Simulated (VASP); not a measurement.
Wanted: the native input for a VASP 6.6.1 run.

- Task: relaxation of cell and atoms
- Functional: LDA
- Potentials or basis: VASP PAW LDA potentials, release 64 (Na_pv)
- Cutoff: 500 eV
- k mesh: 6 × 6 × 6
- Occupations: methfessel-paxton, width 0.1 eV
- Spin: no spin polarisation
- Dipole correction: no
- Further INCAR settings: ALGO = Normal; EDIFF = 1e-07; IBRION = 2; EDIFFG = -0.03; NSW = 80; ISIF = 3

The structure of Na lies in POSCAR:

```
Na
1.0
    3.5100000000      0.0000000000      0.0000000000
    0.0000000000      3.5100000000      0.0000000000
    0.0000000000      0.0000000000      3.5100000000
Na
1
Direct
    0.0000000000      0.0000000000      0.0000000000
```

These files were run (other wordings do the same):

INCAR

```
SYSTEM = Na
PREC = Accurate
ENCUT = 500
EDIFF = 1E-7
ISMEAR = 1
SIGMA = 0.1
LREAL = .FALSE.
LASPH = .TRUE.
NELM = 120
ALGO = Normal
ISIF = 3
LWAVE = .FALSE.
LCHARG = .FALSE.
GGA = CA
IBRION = 2
NSW = 80
EDIFFG = -0.03
GGA_COMPAT = .FALSE.
NELMIN = 4
```

KPOINTS

```
Automatic mesh
0
G
  6 6 6
  0 0 0
```

Potentials or basis: VASP PAW LDA potentials, release 64 (Na_pv).

Run with:

```sh
$ cat potpaw_LDA.64/Na_pv/POTCAR > POTCAR
$ mpirun -np 1 vasp_std > vasp.out
```

Results of the run:

```json
{
 "Relaxed volume": "35.49 Å³/atom",
 "Relaxed cell": "a = 3.286 Å, b = 3.286 Å, c = 3.286 Å, α = 90.00°, β = 90.00°, γ = 90.00°",
 "Space group after relaxing (to 0.05 Å)": "Pm-3m (No. 221)",
 "Energy gained by relaxing": "25.6 meV/atom",
 "Ionic steps": "4",
 "Pressure after relaxing": "0.0 GPa"
}
```

Caveat: the volume moved by over 15 % at a fixed basis, so the end points are rough.

It took 9.9 s on 1 thread of Intel(R) Xeon(R) Platinum 8259CL CPU @ 2.50GHz (Skylake/Cascade Lake) (shared host), peak memory 0.13 GiB.
